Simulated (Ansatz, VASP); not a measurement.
## HfO2 in VASP and in Ansatz

Contents of POSCAR:

```
HfO2
1.0
    0.0000000000      2.5350000000      2.5350000000
    2.5350000000      0.0000000000      2.5350000000
    2.5350000000      2.5350000000      0.0000000000
Hf O
1 2
Direct
    0.0068325476      0.0068325476      0.0068325476
    0.2500000000      0.2500000000      0.2500000000
    0.7500000000      0.7500000000      0.7500000000
```

INCAR.step1

```
SYSTEM = HfO2
ALGO = Normal
EDIFF = 1E-5
ENCUT = 520
GGA = PE
ISIF = 2
ISMEAR = -1
LASPH = .TRUE.
LCHARG = .FALSE.
LREAL = .FALSE.
LWAVE = .TRUE.
NBANDS = 18
NELM = 100
PREC = Accurate
SIGMA = 0.05
```

File INCAR.step2:

```
SYSTEM = HfO2
ALGO = Normal
EDIFF = 1E-6
ENCUT = 520
GGA = PE
HFSCREEN = 0.2079
ISIF = 2
ISMEAR = -1
ISTART = 1
LASPH = .TRUE.
LCHARG = .FALSE.
LHFCALC = .TRUE.
LREAL = .FALSE.
LWAVE = .FALSE.
NBANDS = 18
NELM = 100
PREC = Accurate
PRECFOCK = Normal
SIGMA = 0.05
```

File KPOINTS:

```
k-points
0
G
  4 4 4
  0 0 0
```

Input for Ansatz:

```yaml
crystal:
  lattice:
    - [0.0, 2.535, 2.535]
    - [2.535, 0.0, 2.535]
    - [2.535, 2.535, 0.0]
  atoms:
    - { symbol: Hf, position: [0.0068325476, 0.0068325476, 0.0068325476] }
    - { symbol: O, position: [0.25, 0.25, 0.25] }
    - { symbol: O, position: [0.75, 0.75, 0.75] }
kpoints:
  mp_grid: { grid: [4, 4, 4] }
hamiltonian:
  xc: hse06
  pseudopotentials:
    kind: all_electron
    relativity: scalar
    datasets: crystal
    dataset_attempts: all
    nuclear_model: point
scf:
  occupations: { method: fermi_dirac, width: 0.05 }
  convergence: { dr2_threshold: "1e-9 eV" }
  max_iter: 400
  lower_state_search: "off"
output:
  forces: true
  stress: true
```

Alike in both runs: task single point; functional HSE06; k mesh 4 × 4 × 4; occupations fermi-dirac, width 0.05 eV; no spin polarisation.

```csv
,VASP,Ansatz
version,VASP 6.6.1,Ansatz 0.2.0 development build
potentials or method,"VASP PAW PBE potentials, release 64 (Hf_pv, O), cutoff 520 eV","plane waves, all-electron PAW datasets generated for the crystal"
```

```tsv
	VASP	Ansatz	Ansatz less VASP
gap on the k mesh at the Fermi level (eV)	5.35	5.39	+0.040
rms of the force components (eV/Å)	0.129	0.145	+0.0160
```

Atom by atom the forces differ by 0.016 eV/Å (rms over components). Ansatz ran all-electron here, and VASP with PAW potentials.

The k mesh is coarse, so the values compare programs but aren't converged. Neither program's run includes spin-orbit coupling.
